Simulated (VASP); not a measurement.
Crystal: Sb.

```
Sb
1.0
     3.16000    0.00000    0.00000
     0.00000    3.16000    0.00000
     0.00000    0.00000    3.16000
Sb
1
Direct
  0.00000 0.00000 0.00000
```

```yaml
Program: VASP 6.6.1
Task: relaxation of cell and atoms
Functional: RPBE
Potentials_or_basis: VASP PAW PBE potentials, release 64 (Sb)
Cutoff: 600 eV
k_mesh: 8 × 8 × 8
Occupations: fermi-dirac, width 0.05 eV
Spin: no spin polarisation
```

At the start: pressure -1.1 GPa; volume 31.55 Å³/atom.

Task: How do energy, volume and symmetry change on relaxing?

Result: Over 3 steps the energy falls by 2.5 meV/atom and the volume is 30.86 Å³/atom (-2.2 %); space group Pm-3m (No. 221, to 0.05 Å).

Step by step:
| step | energy change (eV) | largest force (eV/Å) | pressure (GPa) | volume (Å³) |
| --- | --- | --- | --- | --- |
| 1 | 0.0000 | 0.0000 | -1.12 | 31.55 |
| 2 | -0.0020 | 0.0000 | 0.55 | 30.56 |
| 3 | -0.0025 | 0.0000 | 0.01 | 30.86 |

Final structure:
```cif
data_structure
_symmetry_space_group_name_H-M 'P 1'
_symmetry_Int_Tables_number 1
_cell_length_a 3.1367
_cell_length_b 3.1367
_cell_length_c 3.1367
_cell_angle_alpha 90.000
_cell_angle_beta 90.000
_cell_angle_gamma 90.000
_cell_volume 30.86
loop_
_atom_site_label
_atom_site_type_symbol
_atom_site_fract_x
_atom_site_fract_y
_atom_site_fract_z
_atom_site_occupancy
Sb1 Sb 0.00000 0.00000 0.00000 1
```

Caveat: the PAW data sets were made with another functional, which shifts forces and pressure a little.
